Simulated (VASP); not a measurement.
# SnSe2 (P1) in VASP: notebook

SnSe2 is run at these levels: PBE; tasks: single point.

Everything below comes from runs of VASP 6.6.1. Logs are shortened: lines on timing, memory, paths and dates and some standing lists are left out, and cuts for length are marked.

**1. The cell of the first run**

The typed cell holds 3 atoms: a = 3.811 Å, b = 3.811 Å, c = 6.137 Å, α = 90.00°, β = 90.00°, γ = 120.00°.

**2. Single point, PBE (atom 2 (Se) moved by (-0.300, -0.300) A along x and z)**

INCAR

```
SYSTEM = SnSe2
PREC = Accurate ; ENCUT = 520
EDIFF = 1E-6 ; ISMEAR = 0
SIGMA = 0.05 ; LREAL = .False.
LASPH = .True. ; NELM = 80
ALGO = Normal ; ISIF = 2
LWAVE = .False. ; LCHARG = .False.
GGA = PE ; NBANDS = 20
```

KPOINTS

```
regular mesh
0
Gamma
  12 12 6
  0 0 0
```

POSCAR

```
SnSe2
1.0
    3.8109987816      0.0000000000      0.0000000000
   -1.9054993908      3.3004217586      0.0000000000
    0.0000000000      0.0000000000      6.1370000000
Sn Se
1 2
Direct
    0.0000000000      0.0000000000      0.0000000000
    0.2546138120      0.6666666667      0.2011161805
    0.6666666667      0.3333333333      0.7500000000
```

Potentials or basis: VASP PAW PBE potentials, release 64 (Sn_d, Se).

Run with:

```bash
cat potpaw_PBE.64/Sn_d/POTCAR potpaw_PBE.64/Se/POTCAR > POTCAR
mpirun -np 1 vasp_std > vasp.out
```

OUTCAR:

```text
SYSTEM = SnSe2
   PREC = Accurate
   ENCUT = 520
   EDIFF = 1E-6
   ISMEAR = 0
   LREAL = .False.
   LASPH = .True.
   NELM = 80
   ISIF = 2
   GGA = PE

 ion  position               nearest neighbor table
   1  0.000  0.000  0.000-   2 2.30   2 2.54   3 2.68   3 2.68   3 2.68   2 2.76
   2  0.255  0.667  0.201-   1 2.30   1 2.54   1 2.76
   3  0.667  0.333  0.750-   1 2.68   1 2.68   1 2.68

  LATTYP: Found a hexagonal cell.
 ALAT       =     3.8109987816
 C/A-ratio  =     1.6103390087

  Lattice vectors:

 A1 = (   3.8109987816,   0.0000000000,   0.0000000000)
 A2 = (  -1.9054993908,   3.3004217586,   0.0000000000)
 A3 = (   0.0000000000,   0.0000000000,   6.1370000000)

Analysis of symmetry for initial positions (statically):
=====================================================================
 Subroutine PRICEL returns:
 Original cell was already a primitive cell.

 Routine SETGRP: Setting up the symmetry group for a
 hexagonal supercell.

 Subroutine GETGRP returns: Found  1 space group operations
 (whereof  1 operations were pure point group operations)
 out of a pool of 24 trial point group operations.

The static configuration has the point symmetry C_1 .

Analysis of symmetry for dynamics (positions and initial velocities):
=====================================================================
 Subroutine PRICEL returns:
 Original cell was already a primitive cell.

 Routine SETGRP: Setting up the symmetry group for a
 hexagonal supercell.

 Subroutine GETGRP returns: Found  1 space group operations
 (whereof  1 operations were pure point group operations)
 out of a pool of 24 trial point group operations.

The dynamic configuration has the point symmetry C_1 .

 Subroutine INISYM returns: Found  1 space group operations
 (whereof  1 operations are pure point group operations),
 and found     1 'primitive' translations

----------------------------------------------------------------------------------------

                                     Primitive cell

  volume of cell :      77.1906

  direct lattice vectors                    reciprocal lattice vectors
     3.810998782  0.000000000  0.000000000     0.262398405  0.151495789  0.000000000
    -1.905499391  3.300421759  0.000000000     0.000000000  0.302991579  0.000000000
     0.000000000  0.000000000  6.137000000     0.000000000  0.000000000  0.162946065

  length of vectors
     3.810998782  3.810998782  6.137000000     0.302991579  0.302991579  0.162946065

  position of ions in fractional coordinates (direct lattice)
[... 81 lines left out ...]
   EDIFF  = 0.1E-05   stopping-criterion for ELM
   LREAL  =      F    real-space projection
   EDIFFG = 0.1E-04   stopping-criterion for IOM
   NSW    =      0    number of steps for IOM
   IBRION =     -1    ionic relax: 0-MD 1-quasi-New 2-CG
   NFREE  =      0    steps in history (QN), initial steepest desc. (CG)
   ISIF   =      2    stress and relaxation
   ISYM   =      2    0-nonsym 1-usesym 2-fastsym
   POTIM  = 0.5000    time-step for ionic-motion
   TEBEG  =    0.0;   TEEND  =   0.0 temperature during run
   PSTRESS=    0.0 pullay stress
   NELECT =      26.0000    total number of electrons
   NUPDOWN=      -1.0000    fix difference up-down
   EMIN   =  10.00;   EMAX   =-10.00  energy-range for DOS
   EFERMI =   0.00;   METHOD = LEGACY
   ISMEAR =     0;   SIGMA  =   0.05  broadening in eV -4-tet -1-fermi 0-gaus
   EFERMI_NEDOS =   21; number of points for ismear=-14 and -15
   IALGO  =     38    algorithm
   IMIX   =      4    mixing-type and parameters
     AMIX     =   0.40;   BMIX     =  1.00
     AMIX_MAG =   1.60;   BMIX_MAG =  1.00
  volume/ion in A,a.u.               =      25.73       173.64
  Fermi-wavevector in a.u.,A,eV,Ry     =   1.139054  2.152501 17.652812  1.297445
  Thomas-Fermi vector in A             =   2.275758
   LORBIT       =      0    0 simple, 1 ext, 2 COOP (PROOUT), +10 PAW based schemes
   GGA     = PE    functional components
   LHFCALC =     F    Hartree Fock is set to
   AEXX    =    0.0000 exact exchange contribution
   IVDW    =     0    specifies the selected vdW correction
   LEPSILON=     F    determine dielectric tensor
   LRPA    =     F    only Hartree local field effects (RPA)
 non-spin polarized calculation
 Gauss-broadening in eV      SIGMA  =   0.05
  energy-cutoff  :      520.00
  volume of cell :       77.19
 maximum number of plane-waves:      2109
   NGX = 15   NGY = 15   NGZ = 23

 number of electron      26.0000005 magnetization

 Free energy of the ion-electron system (eV)
  ---------------------------------------------------
  ext. energy  EPLUGINS =         0.00000000
  ---------------------------------------------------
  free energy    TOTEN  =       -10.66719977 eV

  energy without entropy =      -10.66719977  energy(sigma->0) =      -10.66719977

 E-fermi :   4.5864     XC(G=0):  -9.3197

 val. band max:        4.3282226982   @ k =  -0.1667   0.2500   0.0000
 cond. band min:       4.8579663080   @ k =   0.5000  -0.0000   0.3333
 fundamental gap:      0.5297436098
 Fermi energy:         4.5864379152

 k-point     1 :       0.0000    0.0000    0.0000
  band No.  band energies     occupation
      1     -17.4383      2.00000
      2     -17.3391      2.00000
      3     -17.3022      2.00000
      4     -17.2809      2.00000
      5     -17.2689      2.00000
      6     -10.5626      2.00000
[... 541 lines left out ...]
     19      11.9651      0.00000
     20      13.3021      0.00000

 [... further k-points ...]

------------------------ aborting loop because EDIFF is reached ----------------------------------------

  FORCE on cell =-STRESS in cart. coord.  units (eV):
  Direction    XX          YY          ZZ          XY          YZ          ZX
  --------------------------------------------------------------------------------------
  -------------------------------------------------------------------------------------
  Total        6.8427132      6.6404871      8.2765795     -2.1027361     -0.8954142      3.8241400
  in kB      142.0281882    137.8307573    171.7896912    -43.6446460    -18.5853270     79.3743156
  external PRESSURE =     150.5495456 kB  Pullay stress =       0.0000000 kB

 VOLUME and BASIS-vectors are now :
 -----------------------------------------------------------------------------
  energy-cutoff  :      520.00
  volume of cell :       77.19
      direct lattice vectors                 reciprocal lattice vectors
     3.810998782  0.000000000  0.000000000     0.262398405  0.151495789  0.000000000
    -1.905499391  3.300421759  0.000000000     0.000000000  0.302991579  0.000000000
     0.000000000  0.000000000  6.137000000     0.000000000  0.000000000  0.162946065

 POSITION                                       TOTAL-FORCE (eV/Angst)
 -----------------------------------------------------------------------------------
      0.00000      0.00000      0.00000        -2.517886      1.031455     -3.524729
     -0.30000      2.20028      1.23425         2.848924     -0.892142      4.776327
      1.90550      1.10014      4.60275        -0.331038     -0.139313     -1.251598
 -----------------------------------------------------------------------------------
    total drift:                               -0.000166      0.000087     -0.000237

  FREE ENERGIE OF THE ION-ELECTRON SYSTEM (eV)
  ---------------------------------------------------
  free  energy   TOTEN  =       -10.6671997722 eV

  energy  without entropy=      -10.6671997722  energy(sigma->0) =      -10.66719977
```

stdout:

```text
POSCAR found type information on POSCAR SnSe
 POSCAR found :  2 types and       3 ions
 scaLAPACK will be used
 LDA part: xc-table for (Slater+PW92), standard interpolation
 POSCAR, INCAR and KPOINTS ok, starting setup
 FFT: planning ... GRIDC
 FFT: planning ... GRID_SOFT
 FFT: planning ... GRID
 WAVECAR not read
 entering main loop
```

It took 4.7 min on 1 thread of Intel Xeon Platinum 8488C (Sapphire Rapids), shared host; peak memory 0.69 GiB.

What came out:

- Free energy: -10.6672 eV
- Pressure: 15.1 GPa
- Largest force: 5.633 eV/Å
- Band gap on the k mesh: 0.53 eV (least direct gap 0.86 eV)

Forces on the atoms (eV/Å):
```
Sn  -2.518  1.031 -3.525
Se   2.849 -0.892  4.776
Se  -0.331 -0.139 -1.252
```

Stress tensor (GPa, compression positive):
```
14.20 -4.36  7.94
-4.36 13.78 -1.86
 7.94 -1.86 17.18
```

Levels at points of the mesh, in eV from the valence-band top:
| k point | band 9 | band 10 | band 11 | band 12 | band 13 | band 14 | band 15 | band 16 | band 17 | band 18 |
| --- | --- | --- | --- | --- | --- | --- | --- | --- | --- | --- |
| (0.00, 0.00, 0.00) | -2.35 | -1.10 | -0.53 | -0.37 | -0.05 | 0.81 | 2.56 | 3.65 | 5.17 | 7.44 |
| (0.50, 0.00, 0.00) | -5.10 | -3.78 | -2.37 | -1.38 | -0.62 | 0.68 | 3.52 | 6.13 | 6.44 | 7.44 |
| (0.00, 0.50, 0.00) | -4.93 | -3.52 | -2.67 | -1.04 | -0.66 | 1.03 | 3.36 | 5.90 | 6.44 | 8.19 |
| (0.50, 0.50, 0.00) | -4.73 | -3.46 | -3.11 | -0.61 | -0.39 | 0.99 | 3.71 | 5.32 | 6.12 | 8.88 |
| (0.00, 0.00, 0.50) | -2.38 | -1.72 | -1.05 | -0.55 | -0.34 | 1.48 | 2.84 | 3.51 | 4.93 | 7.87 |
| (0.50, 0.00, 0.50) | -5.40 | -3.72 | -1.71 | -1.06 | -0.59 | 0.56 | 3.59 | 5.03 | 6.19 | 6.96 |
| (0.00, 0.50, 0.50) | -5.22 | -3.41 | -2.00 | -1.32 | -0.41 | 1.05 | 3.58 | 5.43 | 5.96 | 7.40 |
| (0.50, 0.50, 0.50) | -4.99 | -3.34 | -2.48 | -1.12 | -0.56 | 1.46 | 4.24 | 5.69 | 5.85 | 6.92 |

Caveat: the cell differs from its parent crystal (atom 2 (Se) moved by (-0.300, -0.300) A along x and z); the cell stands under pressure; semilocal functionals underestimate gaps, and a narrow one can read as zero; spin-orbit coupling is left out, which moves the levels of the heavy elements; forces of over 1 eV/Å act on the atoms, so gaps and moduli don't describe the material at rest.

**3. Single point, PBE (atom 2 (Se) moved by (-0.600, +0.000) A along x and z)**

INCAR

```
PREC = Accurate
ENCUT = 520
EDIFF = 1E-7
ISMEAR = 0
SIGMA = 0.05
LREAL = F
LASPH = T
NELM = 80
ALGO = Normal
ISIF = 2
LWAVE = F
LCHARG = F
GGA = PE
NBANDS = 20
```

KPOINTS

```
Automatic mesh
0
Gamma
  12 12 6
```

Edit POSCAR of step 2 so:

```diff
@@ -9,3 +9,3 @@
     0.0000000000      0.0000000000      0.0000000000
-    0.2546138120      0.6666666667      0.2011161805
+    0.1758942906      0.6666666667      0.2500000000
     0.6666666667      0.3333333333      0.7500000000
```

Potentials or basis: VASP PAW PBE potentials, release 64 (Sn_d, Se).

Run with:

```bash
cat potpaw_PBE.64/Sn_d/POTCAR potpaw_PBE.64/Se/POTCAR > POTCAR
mpirun -np 1 vasp_std > vasp.out
```

OUTCAR:

```text
PREC = Accurate
   ENCUT = 520
   EDIFF = 1E-7
   ISMEAR = 0
   LREAL = F
   LASPH = T
   NELM = 80
   ISIF = 2
   GGA = PE

 ion  position               nearest neighbor table
   1  0.000  0.000  0.000-   2 2.30   3 2.68   3 2.68   3 2.68   2 2.75   2 3.14
   2  0.176  0.667  0.250-   1 2.30   1 2.75   1 3.14
   3  0.667  0.333  0.750-   1 2.68   1 2.68   1 2.68

  LATTYP: Found a hexagonal cell.
 ALAT       =     3.8109987816
 C/A-ratio  =     1.6103390087

  Lattice vectors:

 A1 = (   3.8109987816,   0.0000000000,   0.0000000000)
 A2 = (  -1.9054993908,   3.3004217586,   0.0000000000)
 A3 = (   0.0000000000,   0.0000000000,   6.1370000000)

Analysis of symmetry for initial positions (statically):
=====================================================================
 Subroutine PRICEL returns:
 Original cell was already a primitive cell.

 Routine SETGRP: Setting up the symmetry group for a
 hexagonal supercell.

 Subroutine GETGRP returns: Found  1 space group operations
 (whereof  1 operations were pure point group operations)
 out of a pool of 24 trial point group operations.

The static configuration has the point symmetry C_1 .

Analysis of symmetry for dynamics (positions and initial velocities):
=====================================================================
 Subroutine PRICEL returns:
 Original cell was already a primitive cell.

 Routine SETGRP: Setting up the symmetry group for a
 hexagonal supercell.

 Subroutine GETGRP returns: Found  1 space group operations
 (whereof  1 operations were pure point group operations)
 out of a pool of 24 trial point group operations.

The dynamic configuration has the point symmetry C_1 .

[... 112 lines left out ...]
   NUPDOWN=      -1.0000    fix difference up-down
   EMIN   =  10.00;   EMAX   =-10.00  energy-range for DOS
   EFERMI =   0.00;   METHOD = LEGACY
   ISMEAR =     0;   SIGMA  =   0.05  broadening in eV -4-tet -1-fermi 0-gaus
   EFERMI_NEDOS =   21; number of points for ismear=-14 and -15
   IALGO  =     38    algorithm
   IMIX   =      4    mixing-type and parameters
     AMIX     =   0.40;   BMIX     =  1.00
     AMIX_MAG =   1.60;   BMIX_MAG =  1.00
  volume/ion in A,a.u.               =      25.73       173.64
  Fermi-wavevector in a.u.,A,eV,Ry     =   1.139054  2.152501 17.652812  1.297445
  Thomas-Fermi vector in A             =   2.275758
   LORBIT       =      0    0 simple, 1 ext, 2 COOP (PROOUT), +10 PAW based schemes
   GGA     = PE    functional components
   LHFCALC =     F    Hartree Fock is set to
   AEXX    =    0.0000 exact exchange contribution
   IVDW    =     0    specifies the selected vdW correction
   LEPSILON=     F    determine dielectric tensor
   LRPA    =     F    only Hartree local field effects (RPA)
 non-spin polarized calculation
 Gauss-broadening in eV      SIGMA  =   0.05
  energy-cutoff  :      520.00
  volume of cell :       77.19
 maximum number of plane-waves:      2109
   NGX = 15   NGY = 15   NGZ = 23

 number of electron      26.0000006 magnetization

 Free energy of the ion-electron system (eV)
  ---------------------------------------------------
  ext. energy  EPLUGINS =         0.00000000
  ---------------------------------------------------
  free energy    TOTEN  =       -10.98624872 eV

  energy without entropy =      -10.98617509  energy(sigma->0) =      -10.98621191

 E-fermi :   4.5680     XC(G=0):  -9.4359

 val. band max:        4.5500493532   @ k =   0.0000   0.0000   0.0000
 cond. band min:       4.5795993077   @ k =   0.5000  -0.0000   0.5000
 fundamental gap:      0.0295499545
 Fermi energy:         4.5679939399

 k-point     1 :       0.0000    0.0000    0.0000
  band No.  band energies     occupation
      1     -17.3361      2.00000
      2     -17.2256      2.00000
      3     -17.1949      2.00000
      4     -17.1877      2.00000
      5     -17.1800      2.00000
      6      -9.9633      2.00000
[... 541 lines left out ...]
     19      11.9277      0.00000
     20      13.6392      0.00000

 [... further k-points ...]

------------------------ aborting loop because EDIFF is reached ----------------------------------------

  FORCE on cell =-STRESS in cart. coord.  units (eV):
  Direction    XX          YY          ZZ          XY          YZ          ZX
  --------------------------------------------------------------------------------------
  -------------------------------------------------------------------------------------
  Total        3.8560703      3.8027793      7.2846991     -1.2085489     -2.1397361      4.1186889
  in kB       80.0370646     78.9309506    151.2021016    -25.0847890    -44.4126234     85.4880082
  external PRESSURE =     103.3900389 kB  Pullay stress =       0.0000000 kB

 VOLUME and BASIS-vectors are now :
 -----------------------------------------------------------------------------
  energy-cutoff  :      520.00
  volume of cell :       77.19
      direct lattice vectors                 reciprocal lattice vectors
     3.810998782  0.000000000  0.000000000     0.262398405  0.151495789  0.000000000
    -1.905499391  3.300421759  0.000000000     0.000000000  0.302991579  0.000000000
     0.000000000  0.000000000  6.137000000     0.000000000  0.000000000  0.162946065

 POSITION                                       TOTAL-FORCE (eV/Angst)
 -----------------------------------------------------------------------------------
      0.00000      0.00000      0.00000        -2.257822      1.866013     -2.301427
     -0.60000      2.20028      1.53425         2.639106     -1.586630      3.071024
      1.90550      1.10014      4.60275        -0.381284     -0.279383     -0.769597
 -----------------------------------------------------------------------------------
    total drift:                               -0.000093      0.000002      0.000021

  FREE ENERGIE OF THE ION-ELECTRON SYSTEM (eV)
  ---------------------------------------------------
  free  energy   TOTEN  =       -10.9862487236 eV

  energy  without entropy=      -10.9861750867  energy(sigma->0) =      -10.98621191
```

OSZICAR:

```text
N       E                     dE             d eps       ncg     rms          rms(c)
DAV:   1     0.209407386688E+03    0.20941E+03   -0.12182E+04 17896   0.148E+03
DAV:   2     0.128983867420E+02   -0.19651E+03   -0.18888E+03 18528   0.392E+02
DAV:   3    -0.105438443298E+02   -0.23442E+02   -0.22988E+02 21188   0.116E+02
DAV:   4    -0.113406424986E+02   -0.79680E+00   -0.79561E+00 21028   0.227E+01
DAV:   5    -0.113596336705E+02   -0.18991E-01   -0.18990E-01 23724   0.362E+00    0.590E+00
DAV:   6    -0.110215317309E+02    0.33810E+00   -0.65246E-01 26052   0.857E+00    0.377E+00
DAV:   7    -0.109870148132E+02    0.34517E-01   -0.25567E-01 20720   0.331E+00    0.109E+00
DAV:   8    -0.109857382842E+02    0.12765E-02   -0.23852E-02 21408   0.146E+00    0.398E-01
DAV:   9    -0.109861746789E+02   -0.43639E-03   -0.22661E-03 20008   0.336E-01    0.850E-02
DAV:  10    -0.109862065001E+02   -0.31821E-04   -0.24614E-04 23864   0.139E-01    0.425E-02
DAV:  11    -0.109862431834E+02   -0.36683E-04   -0.83638E-05 19304   0.534E-02    0.169E-02
DAV:  12    -0.109862456404E+02   -0.24570E-05   -0.65774E-06 21268   0.172E-02    0.561E-03
DAV:  13    -0.109862486345E+02   -0.29941E-05   -0.37156E-06 19088   0.121E-02    0.304E-03
DAV:  14    -0.109862488068E+02   -0.17232E-06   -0.14819E-07 19044   0.269E-03    0.136E-03
DAV:  15    -0.109862487236E+02    0.83242E-07   -0.85276E-08 15628   0.183E-03
   1 F= -.10986249E+02 E0= -.10986212E+02  d E =-.736369E-04
```

stdout:

```text
POSCAR found type information on POSCAR SnSe
 POSCAR found :  2 types and       3 ions
 scaLAPACK will be used
 LDA part: xc-table for (Slater+PW92), standard interpolation
 POSCAR, INCAR and KPOINTS ok, starting setup
 FFT: planning ... GRIDC
 FFT: planning ... GRID_SOFT
 FFT: planning ... GRID
 WAVECAR not read
 entering main loop
```

Run time: 3.6 min. Hardware: 1 thread of Intel Xeon 6975P-C (Granite Rapids), shared host; peak memory 0.69 GiB.

What came out:

* Free energy: -10.9862 eV
* Pressure: 10.3 GPa
* Largest force: 4.349 eV/Å
* Band gap on the k mesh: 0.03 eV (least direct gap 0.60 eV)

Forces on the atoms (eV/Å):
```
Sn  -2.258  1.866 -2.301
Se   2.639 -1.587  3.071
Se  -0.381 -0.279 -0.770
```

Stress tensor (GPa, compression positive):
```
 8.00 -2.51  8.55
-2.51  7.89 -4.44
 8.55 -4.44 15.12
```

Caveat: the cell differs from its parent crystal (atom 2 (Se) moved by (-0.600, +0.000) A along x and z); the stress differs along the axes, from 8 to 15 GPa; semilocal functionals underestimate gaps, and a narrow one can read as zero; spin-orbit coupling is left out, which moves the levels of the heavy elements; forces of over 1 eV/Å act on the atoms, so gaps and moduli don't describe the material at rest. A k mesh can miss the band edges.

(Part 1 of 2 ends here.)
